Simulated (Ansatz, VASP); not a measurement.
## One calculation of CsH, two programs

The input POSCAR:

```
CsH
1.0
    0.1493578000      3.1880000000      3.1880000000
    3.1880000000      0.1493578000      3.1880000000
    3.3373578000      3.3373578000      0.0000000000
Cs H
1 1
Direct
    0.0000000000      0.0000000000      0.0000000000
    0.5000000000      0.5000000000      0.5000000000
```

The input INCAR.step1:

```
PREC = Accurate
ENCUT = 520
ISMEAR = 0
SIGMA = 0.05
LREAL = False
LASPH = True
NELM = 80
NBANDS = 12
GGA = PE
ALGO = Normal
EDIFF = 1E-4
LWAVE = True
LCHARG = False
```

File INCAR.step2:

```
PREC = Accurate
ENCUT = 520
EDIFF = 1E-6
ISMEAR = 0
SIGMA = 0.05
LREAL = False
LASPH = True
NELM = 80
ALGO = Normal
ISIF = 2
LWAVE = False
LCHARG = True
METAGGA = R2SCAN
LMIXTAU = True
LELF = True
LVHAR = True
NBANDS = 12
ISTART = 1
```

The input KPOINTS:

```
Automatic mesh
0
Gamma
  6 6 6
```

Input for Ansatz:

```yaml
crystal:
  lattice:
    - [0.1493578, 3.188, 3.188]
    - [3.188, 0.1493578, 3.188]
    - [3.3373578, 3.3373578, 0.0]
  atoms:
    - { symbol: Cs, position: [0.0, 0.0, 0.0] }
    - { symbol: H, position: [0.5, 0.5, 0.5] }
basis:
  ecutwfc: 500
kpoints:
  mp_grid: { grid: [6, 6, 6] }
hamiltonian:
  xc: r2scan
scf:
  occupations: { method: gaussian, width: 0.05 }
output:
  forces: true
  stress: true
  eigenvalues: true
```

Change from the starting cell: strain +0.0937 x Voigt [0, 0, 0, 0, 0, 1], atoms carried along.

Alike in both runs: task single point; functional r2SCAN; k mesh 6 × 6 × 6; occupations gaussian, width 0.05 eV; no spin polarisation.

```csv
,VASP,Ansatz
version,VASP 6.6.1,Ansatz 0.2.0
potentials or method,"VASP PAW PBE potentials, release 64 (Cs_sv, H), cutoff 520 eV","scalar-relativistic, plane waves, PAW"
valence electrons in the cell,10,10
```

Ansatz gave:

| Property | Result |
| --- | --- |
| gap on the k mesh at the Fermi level (eV) | 2.65 |
| least direct gap on the mesh (eV) | 2.66 |
| pressure (GPa) | 0.0 |
| traceless stress, the component that is largest in VASP (GPa) | -0.45 |

**Question.** What did VASP give for the same quantities?

**Answer.** gap on the k mesh at the Fermi level (eV): 2.63; least direct gap on the mesh (eV): 2.64; pressure (GPa): 0.0; traceless stress, the component that is largest in VASP (GPa): -0.45.

VASP's potentials were made for PBE, not for r2SCAN.

Neither program's run includes spin-orbit coupling.
